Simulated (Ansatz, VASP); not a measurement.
# K2NiWO6 in VASP and in Ansatz

The input INCAR:

```
PREC = Accurate
ENCUT = 520
EDIFF = 1E-6
ISMEAR = -1
SIGMA = 0.1
LREAL = False
LASPH = True
NELM = 60
ALGO = Normal
ISIF = 2
LWAVE = False
LCHARG = False
GGA = PE
NBANDS = 50
```

KPOINTS

```
regular mesh
0
Gamma
  6 6 6
```

Contents of POSCAR:

```
K2NiWO6
1.0
    0.0000000000      5.6331310000      0.0000000000
    5.6331310000      0.0000000000      0.0000000000
    2.8165650000      2.8165650000     -4.0106820000
O W K Ni
6 1 2 1
Direct
    0.2270000000      0.2890000000      0.0000000000
    0.2890000000      0.7730000000      0.0000000000
    0.7730000000      0.7110000000      0.0000000000
    0.7110000000      0.2270000000      0.0000000000
    0.2550000000      0.2550000000      0.4900000000
    0.7450000000      0.7450000000      0.5100000000
    0.5000000000      0.5000000000      0.0000000000
    0.7500000000      0.2500000000      0.5000000000
    0.2500000000      0.7500000000      0.5000000000
    0.0000000000      0.0000000000      0.0000000000
```

Input for Ansatz:

```yaml
crystal:
  lattice:
    - [0.0, 5.633131, 0.0]
    - [5.633131, 0.0, 0.0]
    - [2.816565, 2.816565, -4.010682]
  atoms:
    - { symbol: O, position: [0.227, 0.289, 0.0] }
    - { symbol: O, position: [0.289, 0.773, 0.0] }
    - { symbol: O, position: [0.773, 0.711, 0.0] }
    - { symbol: O, position: [0.711, 0.227, 0.0] }
    - { symbol: O, position: [0.255, 0.255, 0.49] }
    - { symbol: O, position: [0.745, 0.745, 0.51] }
    - { symbol: W, position: [0.5, 0.5, 0.0] }
    - { symbol: K, position: [0.75, 0.25, 0.5] }
    - { symbol: K, position: [0.25, 0.75, 0.5] }
    - { symbol: Ni, position: [0.0, 0.0, 0.0] }
  symmetry: { tolerance: 0.0003 }
kpoints:
  mp_grid: { grid: [6, 6, 6], shift: [0, 0, 0] }
  band_path:
    path:
      - [0.0, 0.0, 0.0]
      - [0.5, 0.5, 0.5]
      - [0.5, 0.5, 0.75]
      - [0.5, 0.0, 0.5]
      - [0.0, 0.0, 0.0]
      - [0.0, 0.0, 0.5]
      - [0.25341125, 0.0, 0.62670563]
      - [0.74658875, 0.0, 0.37329437]
      - [0.0, 0.0, 0.0]
      - [0.5, 0.5, 0.5]
      - [0.74658875, 0.25341125, 0.5]
    npoints: 6
magnetization:
  spin_polarized: false
scf:
  occupations: { method: fermi_dirac }
  lower_state_search: "off"
  max_iter: 200
hamiltonian:
  pseudopotentials: { kind: paw }
  xc: pbe
basis:
  ecutwfc: 420
  fft_grid_basis: typed
output:
  forces: true
  stress: true
  eigenvalues: true
  bader: true
  populations: true
  elf: true
  write_potential: true
  volumetric_format: npy
  dos:
    e_range: [-12, 8]
    de: 0.05
    projected: { site_lists: { K: [K], Ni: [Ni], O: [O], W: [W] } }
checkpoint:
  read: saved_state
```

Alike in both runs: task single point; functional PBE; k mesh 6 × 6 × 6; no spin polarisation.

|  | VASP | Ansatz |
| --- | --- | --- |
| version | VASP 6.6.1 | Ansatz 0.2.0 |
| potentials or method | VASP PAW PBE potentials, release 64 (O, W_sv, K_sv, Ni), cutoff 520 eV | PAW plane waves |
| occupations | fermi-dirac, width 0.1 eV | fermi-dirac |
| valence electrons in the cell | 78 | 86 |

Ansatz gave:

* pressure (GPa): -7.0
* traceless stress, the component that is largest in VASP (GPa): -0.25
* rms of the force components (eV/Å): 0.156

Which values does VASP return?

Pressure (GPa): -5.9; traceless stress, the component that is largest in VASP (GPa): -0.25; rms of the force components (eV/Å): 0.170.

Atom by atom the forces differ by 0.042 eV/Å (rms over components). VASP's potentials hold 78 valence electrons a cell and Ansatz's 86, so a difference there can come from the potentials and not from the codes.

Spin-orbit coupling is off throughout.
